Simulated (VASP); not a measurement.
# NaF (Fm-3m) in VASP: single point with r2SCAN

Aim: the single point of NaF with r2SCAN.

Program: VASP 6.6.1. These are calculated values, not measurements. Logs are shortened: lines on timing, memory, paths and dates and some standing lists are left out, and cuts for length are marked.

## (1) The cell of the first run

The structure is cubic, space group Fm-3m (No. 225). The conventional cell has a = 4.785 Å, b = 4.785 Å, c = 4.785 Å, α = 90.00°, β = 90.00°, γ = 90.00°. Na (site symmetry m-3m) has 6 F at 2.39 Å within 3.2 Å. Within 3.2 Å of F (site symmetry m-3m) lie 6 Na at 2.39 Å.

## (2) Single point, r2SCAN (strain +4.2%)

Input file POSCAR:

```
NaF
1.0
    0.0000000000      2.3927302806      2.3927302806
    2.3927302806      0.0000000000      2.3927302806
    2.3927302806      2.3927302806      0.0000000000
Na F
1 1
Direct
    0.0000000000      0.0000000000      0.0000000000
    0.5000000000      0.5000000000      0.5000000000
```

Input file INCAR.step1:

```
ALGO = Normal
EDIFF = 1E-5
ENCUT = 1250
GGA = PE
GGA_COMPAT = F
ISMEAR = 0
LASPH = T
LCHARG = F
LREAL = F
LWAVE = T
NBANDS = 15
NELM = 120
PREC = Accurate
SIGMA = 0.01
```

Input file INCAR.step2:

```
ALGO = Normal
EDIFF = 1E-6
ENCUT = 1250
GGA_COMPAT = F
ISIF = 2
ISMEAR = 0
ISTART = 1
LASPH = T
LCHARG = F
LMIXTAU = T
LREAL = F
LWAVE = F
METAGGA = R2SCAN
NBANDS = 15
NELM = 120
PREC = Accurate
SIGMA = 0.01
```

Input file KPOINTS:

```
k-points
0
Gamma
  10 10 10
```

Potentials or basis: VASP PAW PBE potentials, release 64 (Na_sv, F).

The run is started by

```
cat potpaw_PBE.64/Na_sv/POTCAR potpaw_PBE.64/F/POTCAR > POTCAR
cp INCAR.step1 INCAR
mpirun -np 1 vasp_std > vasp.out
cp INCAR.step2 INCAR
mpirun -np 1 vasp_std > vasp.out
```

OUTCAR:

```text
EDIFF = 1E-6
   ENCUT = 1250
   ISIF = 2
   ISMEAR = 0
   ISTART = 1
   LASPH = T
   LREAL = F
   METAGGA = R2SCAN
   NELM = 120
   PREC = Accurate

 ion  position               nearest neighbor table
   1  0.000  0.000  0.000-
   2  0.500  0.500  0.500-

  LATTYP: Found a face centered cubic cell.
 ALAT       =     4.7854605612

  Lattice vectors:

 A1 = (   0.0000000000,   2.3927302806,   2.3927302806)
 A2 = (   2.3927302806,   0.0000000000,   2.3927302806)
 A3 = (   2.3927302806,   2.3927302806,   0.0000000000)

Analysis of symmetry for initial positions (statically):
=====================================================================
 Subroutine PRICEL returns:
 Original cell was already a primitive cell.

 Routine SETGRP: Setting up the symmetry group for a
 face centered cubic supercell.

 Subroutine GETGRP returns: Found 48 space group operations
 (whereof 48 operations were pure point group operations)
 out of a pool of 48 trial point group operations.

The static configuration has the point symmetry O_h .

Analysis of symmetry for dynamics (positions and initial velocities):
=====================================================================
 Subroutine PRICEL returns:
 Original cell was already a primitive cell.

 Routine SETGRP: Setting up the symmetry group for a
 face centered cubic supercell.

 Subroutine GETGRP returns: Found 48 space group operations
 (whereof 48 operations were pure point group operations)
 out of a pool of 48 trial point group operations.

The dynamic configuration has the point symmetry O_h .

 Subroutine INISYM returns: Found 48 space group operations
 (whereof 48 operations are pure point group operations),
 and found     1 'primitive' translations

----------------------------------------------------------------------------------------

                                     Primitive cell

  volume of cell :      27.3975

  direct lattice vectors                    reciprocal lattice vectors
     0.000000000  2.392730281  2.392730281    -0.208966303  0.208966303  0.208966303
     2.392730281  0.000000000  2.392730281     0.208966303 -0.208966303  0.208966303
     2.392730281  2.392730281  0.000000000     0.208966303  0.208966303 -0.208966303

  length of vectors
[... 87 lines left out ...]
   NFREE  =      0    steps in history (QN), initial steepest desc. (CG)
   ISIF   =      2    stress and relaxation
   ISYM   =      2    0-nonsym 1-usesym 2-fastsym
   POTIM  = 0.5000    time-step for ionic-motion
   TEBEG  =    0.0;   TEEND  =   0.0 temperature during run
   PSTRESS=    0.0 pullay stress
   NELECT =      16.0000    total number of electrons
   NUPDOWN=      -1.0000    fix difference up-down
   EMIN   =  10.00;   EMAX   =-10.00  energy-range for DOS
   EFERMI =   0.00;   METHOD = LEGACY
   ISMEAR =     0;   SIGMA  =   0.01  broadening in eV -4-tet -1-fermi 0-gaus
   EFERMI_NEDOS =   21; number of points for ismear=-14 and -15
   IALGO  =     38    algorithm
   IMIX   =      4    mixing-type and parameters
     AMIX     =   0.40;   BMIX     =  1.00
     AMIX_MAG =   1.60;   BMIX_MAG =  1.00
  volume/ion in A,a.u.               =      13.70        92.44
  Fermi-wavevector in a.u.,A,eV,Ry     =   1.368394  2.585889 25.476929  1.872501
  Thomas-Fermi vector in A             =   2.494362
   LORBIT       =      0    0 simple, 1 ext, 2 COOP (PROOUT), +10 PAW based schemes
   METAGGA = R2SCAN    functional components
   LHFCALC =     F    Hartree Fock is set to
   AEXX    =    0.0000 exact exchange contribution
   IVDW    =     0    specifies the selected vdW correction
   LEPSILON=     F    determine dielectric tensor
   LRPA    =     F    only Hartree local field effects (RPA)
 non-spin polarized calculation
 Gauss-broadening in eV      SIGMA  =   0.01
  energy-cutoff  :     1250.00
  volume of cell :       27.40
 maximum number of plane-waves:      2778
   NGX = 19   NGY = 19   NGZ = 19

 number of electron      16.0000000 magnetization

 Free energy of the ion-electron system (eV)
  ---------------------------------------------------
  ext. energy  EPLUGINS =         0.00000000
  ---------------------------------------------------
  free energy    TOTEN  =       -12.51581977 eV

  energy without entropy =      -12.51581977  energy(sigma->0) =      -12.51581977

 E-fermi :  -2.6724     XC(G=0):  -9.0546

 val. band max:       -2.7375534916   @ k =   0.0000   0.0000   0.0000
 cond. band min:       3.8837948999   @ k =   0.0000   0.0000   0.0000
 fundamental gap:      6.6213483915
 Fermi energy:        -2.6723821207

 k-point     1 :       0.0000    0.0000    0.0000
  band No.  band energies     occupation
      1     -52.1274      2.00000
      2     -22.8845      2.00000
      3     -22.5135      2.00000
      4     -22.5135      2.00000
      5     -22.5135      2.00000
      6      -2.7376      2.00000
      7      -2.7376      2.00000
      8      -2.7376      2.00000
      9       3.8838      0.00000
     10      16.6238      0.00000
     11      16.6238      0.00000
     12      16.6238      0.00000
     13      18.8089      0.00000
     14      21.7699      0.00000
[... 401 lines left out ...]
      2     -23.0123      2.00000
      3     -22.5457      2.00000
      4     -22.5403      2.00000
      5     -22.2954      2.00000
      6      -3.7525      2.00000
      7      -3.0718      2.00000
      8      -3.0244      2.00000
      9       7.9976      0.00000
     10      11.4762      0.00000
     11      14.2049      0.00000
     12      16.9650      0.00000
     13      17.0049      0.00000
     14      22.6450      0.00000
     15      24.2714      0.00000

 [... further k-points ...]

------------------------ aborting loop because EDIFF is reached ----------------------------------------

  FORCE on cell =-STRESS in cart. coord.  units (eV):
  Direction    XX          YY          ZZ          XY          YZ          ZX
  --------------------------------------------------------------------------------------
  -------------------------------------------------------------------------------------
  Total       -0.8597800     -0.8597800     -0.8597800      0.0000000     -0.0000000      0.0000000
  in kB      -50.2790057    -50.2790057    -50.2790057      0.0000000     -0.0000000      0.0000000
  external PRESSURE =     -50.2790057 kB  Pullay stress =       0.0000000 kB

 VOLUME and BASIS-vectors are now :
 -----------------------------------------------------------------------------
  energy-cutoff  :     1250.00
  volume of cell :       27.40
      direct lattice vectors                 reciprocal lattice vectors
     0.000000000  2.392730281  2.392730281    -0.208966303  0.208966303  0.208966303
     2.392730281  0.000000000  2.392730281     0.208966303 -0.208966303  0.208966303
     2.392730281  2.392730281  0.000000000     0.208966303  0.208966303 -0.208966303

 POSITION                                       TOTAL-FORCE (eV/Angst)
 -----------------------------------------------------------------------------------
      0.00000      0.00000      0.00000        -0.000000     -0.000000     -0.000000
      2.39273      2.39273      2.39273         0.000000      0.000000      0.000000
 -----------------------------------------------------------------------------------
    total drift:                                0.000000     -0.000000      0.000000

  FREE ENERGIE OF THE ION-ELECTRON SYSTEM (eV)
  ---------------------------------------------------
  free  energy   TOTEN  =       -12.5158197681 eV

  energy  without entropy=      -12.5158197681  energy(sigma->0) =      -12.51581977
```

Wall time 91 s (1 thread of Intel Xeon 6975P-C (Granite Rapids), shared host); peak memory 0.27 GiB.

Results:

- Free energy: -12.5158 eV
- Pressure: -5.0 GPa
- Band gap on the k mesh: 6.62 eV

Caveat: the cell differs from its parent crystal (strain +4.2%); the cell stands under tension; the PAW data sets were made with another functional, which shifts forces and pressure a little. A k mesh can miss the band edges.
